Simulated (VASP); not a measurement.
## Lu: relaxation of cell and atoms with PBE

Crystal: Lu.

```
CELL_PARAMETERS angstrom
-1.53306 1.53306 1.53306
1.53306 -1.53306 1.53306
1.53306 1.53306 -1.53306
ATOMIC_POSITIONS crystal
Lu 0.00000 0.00000 0.00000
```

```
Program                : VASP 6.6.1
Task                   : relaxation of cell and atoms
Functional             : PBE
Potentials or basis    : VASP PAW PBE potentials, release 64 (Lu)
Cutoff                 : 600 eV
k mesh                 : 18 × 18 × 18
Occupations            : fermi-dirac, width 0.05 eV
Spin                   : no spin polarisation
Target pressure        : 100 GPa
Dipole correction      : no
Further INCAR settings : ALGO = Normal; EDIFF = 1e-06; IBRION = 2; EDIFFG = -0.005; NSW = 32; ISIF = 3
```

* Relaxed volume: 14.53 Å³/atom
* Relaxed cell: a = 2.663 Å, b = 2.663 Å, c = 2.663 Å, α = 109.47°, β = 109.47°, γ = 109.47°
* Space group after relaxing (to 0.05 Å): Im-3m (No. 229)
* Energy change on relaxing (the enthalpy is what falls): -76.8 meV/atom
* Ionic steps: 4
* Pressure after relaxing: 100.0 GPa

The path:
| step | energy change (eV) | largest force (eV/Å) | pressure (GPa) | volume (Å³) |
| --- | --- | --- | --- | --- |
| 1 | 0.0000 | 0.0000 | 102.61 | 14.41 |
| 2 | -0.3014 | 0.0000 | 91.88 | 14.91 |
| 3 | -0.0813 | 0.0000 | 99.85 | 14.54 |
| 4 | -0.0768 | 0.0000 | 99.95 | 14.53 |

Final structure:
```yaml
crystal:
  lattice:
    - [-1.53734, 1.53734, 1.53734]
    - [1.53734, -1.53734, 1.53734]
    - [1.53734, 1.53734, -1.53734]
  atoms:
    - { symbol: Lu, position: [0.00000, 0.00000, 0.00000] }
```

Levels at points of the mesh, in eV from the Fermi level:
```csv
k point,band 9,band 10,band 11,band 12,band 13,band 14,band 15,band 16
"(0.00, 0.00, 0.00)",-4.41,-4.41,-4.41,-4.28,2.85,2.85,2.85,7.07
"(0.50, 0.00, 0.00)",-4.43,-4.43,-4.35,-4.24,-0.75,5.56,7.60,9.17
"(0.50, 0.50, 0.50)",-4.52,-4.52,-4.37,-4.37,-4.37,12.38,12.38,12.38
```

Run time: 2.4 min on 1 thread of Intel(R) Xeon(R) Platinum 8259CL CPU @ 2.50GHz (Skylake/Cascade Lake), on a shared host, peak memory 0.21 GiB.

Caveat: the cell is relaxed towards a set pressure, so the enthalpy falls and the energy may rise; spin-orbit coupling is left out, which moves the levels of the heavy elements.
